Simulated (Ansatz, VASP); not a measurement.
Ag in VASP and in Ansatz

```
CELL_PARAMETERS angstrom
2.93000 0.00000 0.00000
-1.46500 2.53745 0.00000
0.00000 0.00000 4.79000
ATOMIC_POSITIONS crystal
Ag 0.33333 0.66667 0.25000
Ag 0.66667 0.33333 0.75000
```

Alike in both runs: task single point; functional PBE; k mesh 4 × 4 × 2; occupations fermi-dirac, width 0.03 eV; no spin polarisation.

```csv
,VASP,Ansatz
version,VASP 6.6.1,Ansatz 0.2.0
potentials or method,"VASP PAW PBE potentials, release 64 (Ag), cutoff 520 eV","all-electron LAPW, scalar-relativistic"
```

Ansatz gave:

| Item | Value |
| --- | --- |
| pressure (GPa) | 0.6 |
| traceless stress, the component that is largest in VASP (GPa) | -2.57 |

Estimate VASP's values.

pressure (GPa): 0.5; traceless stress, the component that is largest in VASP (GPa): -2.57.

Ansatz ran all-electron here, and VASP with PAW potentials.

The k mesh is coarse, so the values compare programs but aren't converged.
